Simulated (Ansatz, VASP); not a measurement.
# KF: VASP beside Ansatz

```
CELL_PARAMETERS angstrom
-0.28223 2.54009 2.54009
2.54009 -0.28223 2.54009
2.54009 2.54009 -0.28223
ATOMIC_POSITIONS crystal
K 0.00000 0.00000 0.00000
F 0.50000 0.50000 0.50000
```

Alike in both runs: task single point; functional PBE; k mesh 8 × 8 × 8; occupations gaussian, width 0.05 eV; no spin polarisation.

|  | VASP | Ansatz |
| --- | --- | --- |
| version | VASP 6.6.1 | Ansatz 0.2.0 |
| potentials or method | VASP PAW PBE potentials, release 64 (K_sv, F), cutoff 520 eV | scalar-relativistic, plane waves, PAW |
| valence electrons in the cell | 16 | 16 |

VASP gave:

```
gap on the k mesh at the Fermi level (eV)                     : 5.98
least direct gap on the mesh (eV)                             : 5.98
pressure (GPa)                                                : 0.9
traceless stress, the component that is largest in VASP (GPa) : 0.95
```

Question: What did Ansatz give for the same quantities?

Answer: gap on the k mesh at the Fermi level (eV): 5.99; least direct gap on the mesh (eV): 5.99; pressure (GPa): 0.9; traceless stress, the component that is largest in VASP (GPa): 0.97.

The functional is the same, so the differences come from potentials, cutoffs and numerics.
